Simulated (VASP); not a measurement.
# Pt (Im-3m) in VASP: notebook

The runs below take Pt through single point, with r2SCAN.

Program: VASP 6.6.1. These are calculated values, not measurements. Logs are shortened: lines on timing, memory, paths and dates and some standing lists are left out, and cuts for length are marked.

## 1. The cell of the first run

Symmetry: Im-3m, No. 229, cubic system. The conventional cell has a = 3.140 Å, b = 3.140 Å, c = 3.140 Å, α = 90.00°, β = 90.00°, γ = 90.00°. Within 3.6 Å of Pt (site symmetry m-3m) lie 14 Pt at 2.72 to 3.14 Å.

## 2. Single point, r2SCAN

Input file POSCAR:

```
Pt
1.0
   -1.5700109835      1.5700109835      1.5700109835
    1.5700109835     -1.5700109835      1.5700109835
    1.5700109835      1.5700109835     -1.5700109835
Pt
1
Direct
    0.0000000000      0.0000000000      0.0000000000
```

Input file INCAR.step1:

```
SYSTEM = Pt
  ALGO = Normal
  EDIFF = 1E-5
  ENCUT = 550
  GGA = PE
  GGA_COMPAT = .False.
  ISMEAR = 1
  LASPH = .True.
  LCHARG = .False.
  LREAL = .False.
  LWAVE = .True.
  NBANDS = 11
  NELM = 120
  PREC = Accurate
  SIGMA = 0.1
```

Input file INCAR.step2:

```
SYSTEM = Pt
  ALGO = Normal
  EDIFF = 1E-6
  ENCUT = 550
  GGA_COMPAT = .False.
  ISIF = 2
  ISMEAR = 1
  ISTART = 1
  LASPH = .True.
  LCHARG = .False.
  LMIXTAU = .True.
  LREAL = .False.
  LWAVE = .False.
  METAGGA = R2SCAN
  NBANDS = 11
  NELM = 120
  PREC = Accurate
  SIGMA = 0.1
```

Input file KPOINTS:

```
k-points
0
Gamma
  13 13 13
  0 0 0
```

Potentials or basis: VASP PAW PBE potentials, release 64 (Pt).

Launch:

```bash
$ cat potpaw_PBE.64/Pt/POTCAR > POTCAR
$ cp INCAR.step1 INCAR
$ mpirun -np 1 vasp_std > vasp.out
$ cp INCAR.step2 INCAR
$ mpirun -np 1 vasp_std > vasp.out
```

OUTCAR:

```text
SYSTEM = Pt
   EDIFF = 1E-6
   ENCUT = 550
   ISIF = 2
   ISMEAR = 1
   ISTART = 1
   LASPH = .True.
   LREAL = .False.
   METAGGA = R2SCAN
   NELM = 120
   PREC = Accurate

 ion  position               nearest neighbor table
   1  0.000  0.000  0.000-

  LATTYP: Found a body centered cubic cell.
 ALAT       =     3.1400219670

  Lattice vectors:

 A1 = (  -1.5700109835,   1.5700109835,   1.5700109835)
 A2 = (   1.5700109835,  -1.5700109835,   1.5700109835)
 A3 = (   1.5700109835,   1.5700109835,  -1.5700109835)

Analysis of symmetry for initial positions (statically):
=====================================================================
 Subroutine PRICEL returns:
 Original cell was already a primitive cell.

 Routine SETGRP: Setting up the symmetry group for a
 body centered cubic supercell.

 Subroutine GETGRP returns: Found 48 space group operations
 (whereof 48 operations were pure point group operations)
 out of a pool of 48 trial point group operations.

The static configuration has the point symmetry O_h .

Analysis of symmetry for dynamics (positions and initial velocities):
=====================================================================
 Subroutine PRICEL returns:
 Original cell was already a primitive cell.

 Routine SETGRP: Setting up the symmetry group for a
 body centered cubic supercell.

 Subroutine GETGRP returns: Found 48 space group operations
 (whereof 48 operations were pure point group operations)
 out of a pool of 48 trial point group operations.

The dynamic configuration has the point symmetry O_h .

 Subroutine INISYM returns: Found 48 space group operations
 (whereof 48 operations are pure point group operations),
 and found     1 'primitive' translations

----------------------------------------------------------------------------------------

                                     Primitive cell

  volume of cell :      15.4799

  direct lattice vectors                    reciprocal lattice vectors
    -1.570010984  1.570010984  1.570010984     0.000000000  0.318469110  0.318469110
     1.570010984 -1.570010984  1.570010984     0.318469110  0.000000000  0.318469110
     1.570010984  1.570010984 -1.570010984     0.318469110  0.318469110  0.000000000

  length of vectors
     2.719338792  2.719338792  2.719338792     0.450383334  0.450383334  0.450383334

  position of ions in fractional coordinates (direct lattice)
     0.000000000  0.000000000  0.000000000

  ion indices of the primitive-cell ions
   primitive index   ion index
                 1           1

----------------------------------------------------------------------------------------

 KPOINTS: k-points

Automatic generation of k-mesh.
 Grid dimensions read from file:
 generate k-points for:   13   13   13

 Generating k-lattice:

  Cartesian coordinates                     Fractional coordinates (reciprocal lattice)
     0.000000000  0.024497624  0.024497624     0.076923077  0.000000000  0.000000000
     0.024497624  0.000000000  0.024497624     0.000000000  0.076923077  0.000000000
     0.024497624  0.024497624  0.000000000     0.000000000  0.000000000  0.076923077

  Length of vectors
     0.034644872  0.034644872  0.034644872

  Shift w.r.t. Gamma in fractional coordinates (k-lattice)
     0.000000000  0.000000000  0.000000000

 Subroutine IBZKPT returns following result:
 ===========================================

 Found     84 irreducible k-points:

 Following reciprocal coordinates:
            Coordinates               Weight
  0.000000  0.000000  0.000000      1.000000
  0.076923  0.000000  0.000000     12.000000
  0.153846  0.000000  0.000000     12.000000
  0.230769  0.000000  0.000000     12.000000
  0.307692  0.000000  0.000000     12.000000
  0.384615  0.000000  0.000000     12.000000
[... 16 lines left out ...]
  0.153846  0.076923  0.076923     24.000000
  0.230769  0.076923  0.076923     24.000000
 [... further k-points ...]
   k-points           NKPTS =     84   k-points in BZ     NKDIM =     84   number of bands    NBANDS=     11
   number of dos      NEDOS =    301   number of ions     NIONS =      1
   total plane-waves  NPLWV =  13824
   dimension x,y,z NGX =    24 NGY =   24 NGZ =   24
   dimension x,y,z NGXF=    48 NGYF=   48 NGZF=   48
   ions per type =               1
   NGX,Y,Z   is equivalent  to a cutoff of  14.67, 14.67, 14.67 a.u.
   NGXF,Y,Z  is equivalent  to a cutoff of  29.34, 29.34, 29.34 a.u.
 SYSTEM =  Pt
   PREC   = accura    normal or accurate (medium, high low for compatibility)
   ISTART =      1    job   : 0-new  1-cont  2-samecut
   ICHARG =      0    charge: 1-file 2-atom 10-const
   ISPIN  =      1    spin polarized calculation?
   LNONCOLLINEAR =      F non collinear calculations
   LSORBIT =      F    spin-orbit coupling
   LASPH  =      T    aspherical Exc in radial PAW
   ENCUT  =  550.0 eV  40.42 Ry    6.36 a.u.   5.20  5.20  5.20*2*pi/ulx,y,z
   NELM   =    120;   NELMIN=  2; NELMDL=  0     # of ELM steps
   EDIFF  = 0.1E-05   stopping-criterion for ELM
   LREAL  =      F    real-space projection
   EDIFFG = 0.1E-04   stopping-criterion for IOM
   NSW    =      0    number of steps for IOM
   IBRION =     -1    ionic relax: 0-MD 1-quasi-New 2-CG
   NFREE  =      0    steps in history (QN), initial steepest desc. (CG)
   ISIF   =      2    stress and relaxation
   ISYM   =      2    0-nonsym 1-usesym 2-fastsym
   POTIM  = 0.5000    time-step for ionic-motion
   TEBEG  =    0.0;   TEEND  =   0.0 temperature during run
   PSTRESS=    0.0 pullay stress
   NELECT =      10.0000    total number of electrons
   NUPDOWN=      -1.0000    fix difference up-down
   EMIN   =  10.00;   EMAX   =-10.00  energy-range for DOS
   EFERMI =   0.00;   METHOD = LEGACY
   ISMEAR =     1;   SIGMA  =   0.10  broadening in eV -4-tet -1-fermi 0-gaus
   EFERMI_NEDOS =   21; number of points for ismear=-14 and -15
   IALGO  =     38    algorithm
   IMIX   =      4    mixing-type and parameters
     AMIX     =   0.40;   BMIX     =  1.00
     AMIX_MAG =   1.60;   BMIX_MAG =  1.00
  volume/ion in A,a.u.               =      15.48       104.46
  Fermi-wavevector in a.u.,A,eV,Ry     =   1.415203  2.674346 27.249751  2.002800
  Thomas-Fermi vector in A             =   2.536666
   LORBIT       =      0    0 simple, 1 ext, 2 COOP (PROOUT), +10 PAW based schemes
   METAGGA = R2SCAN    functional components
   LHFCALC =     F    Hartree Fock is set to
   AEXX    =    0.0000 exact exchange contribution
   IVDW    =     0    specifies the selected vdW correction
   LEPSILON=     F    determine dielectric tensor
   LRPA    =     F    only Hartree local field effects (RPA)
 non-spin polarized calculation
 Methfessel and Paxton  Order N= 1 SIGMA  =   0.10
  energy-cutoff  :      550.00
  volume of cell :       15.48
 maximum number of plane-waves:       466
 NGX is ok and might be reduce to    24
   NGX = 11   NGY = 11   NGZ = 11

 number of electron      10.0000001 magnetization

 Free energy of the ion-electron system (eV)
  ---------------------------------------------------
  ext. energy  EPLUGINS =         0.00000000
  ---------------------------------------------------
  free energy    TOTEN  =       -51.40032618 eV

  energy without entropy =      -51.40122509  energy(sigma->0) =      -51.40062582

 E-fermi :  10.4001     XC(G=0): -14.4224

 val. band max:       10.3941185170   @ k =  -0.3846  -0.4615   0.2308
 cond. band min:      10.4122845561   @ k =   0.4615   0.0000   0.0000
 fundamental gap:      0.0181660391
 Fermi energy:        10.4001452859

 k-point     1 :       0.0000    0.0000    0.0000
  band No.  band energies     occupation
      1       0.3662      2.00000
      2       6.5985      2.00000
      3       6.5985      2.00000
      4       6.5985      2.00000
      5       9.1757      2.00000
      6       9.1757      2.00000
      7      28.4079      0.00000
      8      28.4079      0.00000
      9      28.4079      0.00000
     10      39.0960      0.00000
     11      39.0960      0.00000

 k-point     2 :       0.0769    0.0000    0.0000
  band No.  band energies     occupation
      1       0.6213      2.00000
      2       6.4987      2.00000
      3       6.5986      2.00000
      4       6.8048      2.00000
      5       9.0506      2.00000
      6       9.1821      2.00000
      7      28.5200      0.00000
      8      28.6002      0.00000
      9      28.7820      0.00000
     10      36.3538      0.00000
     11      36.8939      0.00000

 k-point     3 :       0.1538    0.0000    0.0000
  band No.  band energies     occupation
      1       1.3405      2.00000
      2       6.2321      2.00000
      3       6.5780      2.00000
      4       7.4053      2.00000
      5       8.8145      2.00000
      6       9.2072      2.00000
      7      28.4980      0.00000
      8      28.5133      0.00000
      9      29.8537      0.00000
     10      34.5064      0.00000
     11      34.5436      0.00000

 k-point     4 :       0.2308    0.0000    0.0000
  band No.  band energies     occupation
      1       2.3339      2.00000
      2       5.8781      2.00000
      3       6.6062      2.00000
      4       8.3392      2.00000
      5       8.7227      2.00000
      6       9.2612      2.00000
      7      26.4999      0.00000
      8      27.6625      0.00000
      9      31.4811      0.00000
     10      33.9268      0.00000
     11      34.0699      0.00000
[... 239 lines left out ...]
 k-point    22 :       0.0769    0.0769    0.0769
  band No.  band energies     occupation
      1       1.7915      2.00000
      2       6.1708      2.00000
      3       6.1708      2.00000
      4       8.0716      2.00000
      5       9.0126      2.00000
      6       9.0126      2.00000
      7      28.4931      0.00000
      8      28.4931      0.00000
      9      29.5112      0.00000
     10      31.7602      0.00000
     11      36.2809      0.00000

 k-point    23 :       0.1538    0.0769    0.0769
  band No.  band energies     occupation
      1       2.7731      2.00000
      2       5.8048      2.00000
      3       6.0361      2.00000
      4       8.8947      2.00000
      5       9.1865      2.00000
      6       9.2122      2.00000
      7      26.5987      0.00000
      8      27.4433      0.00000
      9      29.0518      0.00000
     10      30.6347      0.00000
     11      37.1433      0.00000

 k-point    24 :       0.2308    0.0769    0.0769
  band No.  band energies     occupation
      1       3.6155      2.00000
      2       5.4744      2.00000
      3       6.3405      2.00000
      4       8.9402      2.00000
      5       9.3354      2.00000
      6      10.5979     -0.01718
      7      23.1529      0.00000
      8      26.1020      0.00000
      9      27.6704      0.00000
     10      32.3075      0.00000
     11      38.1496      0.00000

 [... further k-points ...]
[... 5 lines left out ...]
  --------------------------------------------------------------------------------------
  -------------------------------------------------------------------------------------
  Total        0.0555079      0.0555079      0.0555079      0.0000000      0.0000000      0.0000000
  in kB        5.7450986      5.7450986      5.7450986      0.0000000      0.0000000      0.0000000
  external PRESSURE =       5.7450986 kB  Pullay stress =       0.0000000 kB

 VOLUME and BASIS-vectors are now :
 -----------------------------------------------------------------------------
  energy-cutoff  :      550.00
  volume of cell :       15.48
      direct lattice vectors                 reciprocal lattice vectors
    -1.570010984  1.570010984  1.570010984     0.000000000  0.318469110  0.318469110
     1.570010984 -1.570010984  1.570010984     0.318469110  0.000000000  0.318469110
     1.570010984  1.570010984 -1.570010984     0.318469110  0.318469110  0.000000000

 POSITION                                       TOTAL-FORCE (eV/Angst)
 -----------------------------------------------------------------------------------
      0.00000      0.00000      0.00000         0.000000     -0.000000      0.000000
 -----------------------------------------------------------------------------------
    total drift:                               -0.000000      0.000000      0.000000

  FREE ENERGIE OF THE ION-ELECTRON SYSTEM (eV)
  ---------------------------------------------------
  free  energy   TOTEN  =       -51.4003261826 eV

  energy  without entropy=      -51.4012250877  energy(sigma->0) =      -51.40062582
```

Run time: 44 s. Hardware: 1 thread of Intel Xeon Platinum 8259CL at 2.50GHz (Skylake/Cascade Lake), shared host; peak memory 0.15 GiB.

What came out:

```yaml
Free_energy: -51.4003 eV
Pressure: 0.6 GPa
Band_gap_on_the_k_mesh: zero (band 5 reaches 11.32 eV, above the bottom of band 6 at 9.01 eV)
```

Caveat: the PAW data sets were made with another functional, which shifts forces and pressure a little; spin-orbit coupling is left out, which moves the levels of the heavy elements.

## 3. Single point, r2SCAN

This run uses another cell than the first one, of 15.90 Å³/atom, 1.027 times its volume.

Input file POSCAR:

```
Pt
1.0
   -1.5842200000      1.5842200000      1.5842200000
    1.5842200000     -1.5842200000      1.5842200000
    1.5842200000      1.5842200000     -1.5842200000
Pt
1
Direct
    0.0000000000      0.0000000000      0.0000000000
```

Input file INCAR.step1:

```
SYSTEM = Pt
PREC = Accurate ; ENCUT = 550
ISMEAR = 1 ; SIGMA = 0.1
LREAL = .FALSE. ; LASPH = .TRUE.
NELM = 120 ; NBANDS = 11
GGA = PE ; ALGO = Normal
EDIFF = 1E-5 ; LWAVE = .TRUE.
LCHARG = .FALSE. ; GGA_COMPAT = .FALSE.
```

Input file INCAR.step2:

```
SYSTEM = Pt
PREC = Accurate ; ENCUT = 550
EDIFF = 1E-6 ; ISMEAR = 1
SIGMA = 0.1 ; LREAL = .FALSE.
LASPH = .TRUE. ; NELM = 120
ALGO = Normal ; ISIF = 2
LWAVE = .FALSE. ; LCHARG = .TRUE.
METAGGA = R2SCAN ; LMIXTAU = .TRUE.
LELF = .TRUE. ; LVHAR = .TRUE.
NBANDS = 11 ; ISTART = 1
GGA_COMPAT = .FALSE.
```

Input file KPOINTS:

```
Automatic mesh
0
G
  13 13 13
  0 0 0
```

Potentials or basis: VASP PAW PBE potentials, release 64 (Pt).

Launch:

```bash
$ cat potpaw_PBE.64/Pt/POTCAR > POTCAR
$ cp INCAR.step1 INCAR
$ mpirun -np 1 vasp_std > vasp.out
$ cp INCAR.step2 INCAR
$ mpirun -np 1 vasp_std > vasp.out
```

Run time: 41 s. Hardware: 1 thread of Intel Xeon Platinum 8259CL at 2.50GHz (Skylake/Cascade Lake), shared host; peak memory 0.15 GiB.

It converged, with:

```yaml
Free_energy: -51.3931 eV
Pressure: -5.9 GPa
Band_gap_on_the_k_mesh: zero (band 5 reaches 10.79 eV, above the bottom of band 6 at 8.59 eV)
```

Levels at points of the mesh, in eV from the Fermi level:
```tsv
k point	band 2	band 3	band 4	band 5	band 6	band 7	band 8	band 9
(0.00, 0.00, 0.00)	-3.65	-3.65	-3.65	-1.18	-1.18	18.01	18.01	18.01
```

Caveat: the PAW data sets were made with another functional, which shifts forces and pressure a little; spin-orbit coupling is left out, which moves the levels of the heavy elements.

(Part 1 of 2 ends here.)
